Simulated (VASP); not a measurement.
Crystal: KCl (Sylvite).

```xyz
2
Lattice="0.0000 3.1448 3.1448 3.1448 0.0000 3.1448 3.1448 3.1448 0.0000" Properties=species:S:1:pos:R:3 pbc="T T T"
K     0.0000    0.0000    0.0000
Cl    3.1448    3.1448    3.1448
```

Base run:

| Quantity | Value |
| --- | --- |
| Program | VASP 6.6.1 |
| Functional | PBE |
| Potentials or basis | VASP PAW PBE potentials, release 64 (K_sv, Cl) |
| Cutoff | 520 eV |
| k mesh | 8 × 8 × 8 |
| Occupations | fermi-dirac, width 0.02 eV |
| Spin | no spin polarisation |

Its results: band gap on the k mesh 5.19 eV, direct; pressure 0.8 GPa.

The run is repeated on the same cell with these changes: functional from PBE to r2SCAN; occupations from fermi-dirac, width 0.02 eV to gaussian, width 0.01 eV. What comes out?

Band gap on the k mesh 5.84 eV, direct; pressure 0.0 GPa.

Caveats: the PAW data sets were made with another functional, which shifts forces and pressure a little (some runs).

A k mesh can miss the band edges.
